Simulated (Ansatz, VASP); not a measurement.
**One calculation of TePb, two programs**

```
Pb Te
1.0
     0.00000    3.28362    3.28362
     3.28362    0.00000    3.28362
     3.28362    3.28362    0.00000
Pb Te
1 1
Direct
  0.00000 0.00000 0.00000
  0.50000 0.50000 0.50000
```

Alike in both runs: functional PBE; k mesh 11 × 11 × 11; occupations fermi-dirac, width 0.1 eV; no spin polarisation.

Ansatz relaxed the structure, and its values are those at the end. VASP's run is a single point on that final structure, the one shown.

```csv
,VASP,Ansatz
version,VASP 6.6.1,Ansatz 0.2.0
potentials or method,"VASP PAW PBE potentials, release 64 (Pb_d, Te)","PAW with Ansatz's default frozen-core files, scalar-relativistic"
plane-wave cutoff (eV),520,420
valence electrons in the cell,20,30
```

|  | VASP | Ansatz | Ansatz less VASP |
| --- | --- | --- | --- |
| pressure (GPa) | 0.0 | 0.0 | +0.06 |

VASP's potentials hold 20 valence electrons a cell and Ansatz's 30, so a difference there can come from the potentials and not from the codes.

Spin-orbit coupling is off throughout.
